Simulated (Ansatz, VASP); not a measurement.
**One calculation of Sr, two programs**

```xyz
2
Lattice="4.1945 0.0000 0.0000 -2.0973 3.6326 0.0000 0.0000 0.0000 6.8785" Properties=species:S:1:pos:R:3 pbc="T T T"
Sr    0.0000    2.4217    1.7196
Sr    2.0973    1.2109    5.1589
```

Alike in both runs: task single point; functional PBEsol; k mesh 12 × 12 × 8; occupations gaussian, width 0.1 eV; no spin polarisation.

|  | VASP | Ansatz |
| --- | --- | --- |
| version | VASP 6.6.1 | Ansatz 0.2.0 |
| potentials or method | VASP PAW PBE potentials, release 64 (Sr_sv), cutoff 520 eV | scalar-relativistic, plane waves, PAW |
| valence electrons in the cell | 20 | 20 |

|  | VASP | Ansatz | Ansatz less VASP |
| --- | --- | --- | --- |
| gap on the k mesh at the Fermi level (eV) | none | none | - |
| pressure (GPa) | 0.0 | 0.0 | -0.01 |

VASP's potentials were made for PBE, not for PBEsol. A gap of «none» marks a metal or a gap that the smearing closes.
